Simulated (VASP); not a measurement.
## C: single point with PBE

The system is C.

```
C
1.0
     0.00000    1.74928    1.74928
     1.74928    0.00000    1.74928
     1.74928    1.74928    0.00000
C
2
Direct
  0.00000 0.00000 0.00000
  0.25000 0.25000 0.25000
```

This cell differs from its parent crystal: volume changed by -6%.

| Property | Result |
| --- | --- |
| Program | VASP 6.6.1 |
| Task | single point |
| Functional | PBE |
| Potentials or basis | VASP PAW PBE potentials, release 64 (C) |
| Cutoff | 600 eV |
| k mesh | 10 × 10 × 10 |
| Occupations | gaussian, width 0.01 eV |
| Spin | no spin polarisation |

```json
{
 "Pressure": "30.2 GPa",
 "Band gap on the k mesh": "4.29 eV, indirect (least direct gap 5.75 eV)"
}
```

Levels at points of the mesh, in eV from the valence-band top:
```
           k point  band 1  band 2  band 3  band 4  band 5  band 6  band 7  band 8  band 9
(0.00, 0.00, 0.00)  -22.27    0.00    0.00    0.00    5.75    5.75    5.75   14.68   20.05
(0.50, 0.00, 0.00)  -16.16  -14.03   -2.95   -2.95    8.70    8.70    9.65   16.22   22.75
(0.50, 0.50, 0.00)  -13.18  -13.18   -6.66   -6.66    4.88    4.88   17.70   17.70   24.34
```

Wall time 7.6 s on 1 thread of Intel Xeon 8259CL, on a shared host, peak memory 0.12 GiB.

 A k mesh can miss the band edges.
